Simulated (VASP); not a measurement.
Na4SeS, 6 atoms in the cell. It takes space group P4/mmm (No. 123, tetragonal). Conventional cell: a = 4.693 Å, b = 4.693 Å, c = 6.651 Å, α = 90.00°, β = 90.00°, γ = 90.00°. Na (site symmetry 2mm) has 2 S at 2.85 Å and 2 Se at 2.90 Å and 6 Na at 3.24 to 3.41 Å within 3.8 Å. Within 3.8 Å of Se (site symmetry 4/mmm) lie 8 Na at 2.90 Å. S (site symmetry 4/mmm) has 8 Na at 2.85 Å within 3.8 Å. 

- Program: VASP 6.6.1
- Task: single point
- Functional: LDA
- Potentials or basis: VASP PAW LDA potentials, release 64 (Na_pv, Se, S)
- Cutoff: 520 eV
- k mesh: 4 × 4 × 3
- Occupations: fermi-dirac, width 0.1 eV
- Spin: no spin polarisation
- Dipole correction: no
- Further INCAR settings: ALGO = Normal; EDIFF = 1e-06; NBANDS = 29

Potentials or basis: VASP PAW LDA potentials, release 64 (Na_pv, Se, S).

Command:

```sh
$ cat potpaw_LDA.64/Na_pv/POTCAR potpaw_LDA.64/Se/POTCAR potpaw_LDA.64/S/POTCAR > POTCAR
$ mpirun -np 1 vasp_std > vasp.out
```

Hardware: 1 thread of AMD EPYC 7R43 64-Core Processor (Zen 3), with other jobs on the host.

Q: Estimate the wall time of this run.

A: Wall time 44 s on 1 thread of AMD EPYC 7R43 64-Core Processor (Zen 3), with other jobs on the host, peak memory 0.18 GiB. Counts: scf iterations 14, k points 12.
